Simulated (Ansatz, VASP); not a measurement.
## Two plane-wave programs on KZnF3

INCAR

```
SYSTEM = KZnF3
PREC = Accurate ; ENCUT = 520
EDIFF = 1E-6 ; ISMEAR = 0
SIGMA = 0.05 ; LREAL = .FALSE.
LASPH = .TRUE. ; NELM = 100
ALGO = Normal ; ISIF = 2
LWAVE = .FALSE. ; LCHARG = .FALSE.
GGA = PE ; NBANDS = 29
```

KPOINTS

```
Automatic mesh
0
G
  6 6 6
  0 0 0
```

The input POSCAR:

```
KZnF3
1.0
    4.1512500000      0.0000000000      0.0000000000
    0.0000000000      4.1512500000      0.0000000000
    0.0000000000      0.0000000000      4.1512500000
K Zn F
1 1 3
Direct
    0.0000000000      0.0000000000      0.0000000000
    0.5000000000      0.5000000000      0.5000000000
    0.5000000000      0.5000000000      0.0000000000
    0.0000000000      0.5000000000      0.5000000000
    0.5000000000      0.0000000000      0.5000000000
```

Input for Ansatz:

```yaml
crystal:
  lattice:
    - [4.15125, 0.0, 0.0]
    - [0.0, 4.15125, 0.0]
    - [0.0, 0.0, 4.15125]
  atoms:
    - { symbol: K, position: [0.0, 0.0, 0.0] }
    - { symbol: Zn, position: [0.5, 0.5, 0.5] }
    - { symbol: F, position: [0.5, 0.5, 0.0] }
    - { symbol: F, position: [0.0, 0.5, 0.5] }
    - { symbol: F, position: [0.5, 0.0, 0.5] }
basis:
  ecutwfc: 420
kpoints:
  mp_grid: { grid: [6, 6, 6] }
hamiltonian:
  xc: pbe
scf:
  occupations: { method: gaussian, width: 0.05 }
output:
  forces: true
  stress: true
  eigenvalues: true
  write_density: true
  write_potential: true
  elf: true
  volumetric_format: npy
```

Change from the starting cell: strain +0.025 along x and y, +0.025 along z, atoms carried along.

Alike in both runs: task single point; functional PBE; k mesh 6 × 6 × 6; occupations gaussian, width 0.05 eV; no spin polarisation.

```csv
,VASP,Ansatz
version,VASP 6.6.1,Ansatz 0.2.0
potentials or method,"VASP PAW PBE potentials, release 64 (K_sv, Zn, F), cutoff 520 eV","scalar-relativistic, plane waves, PAW"
valence electrons in the cell,42,42
```

|  | VASP | Ansatz | Ansatz less VASP |
| --- | --- | --- | --- |
| gap on the k mesh at the Fermi level (eV) | 3.61 | 3.67 | +0.060 |
| least direct gap on the mesh (eV) | 5.05 | 5.09 | +0.036 |
| pressure (GPa) | -0.9 | -1.1 | -0.21 |
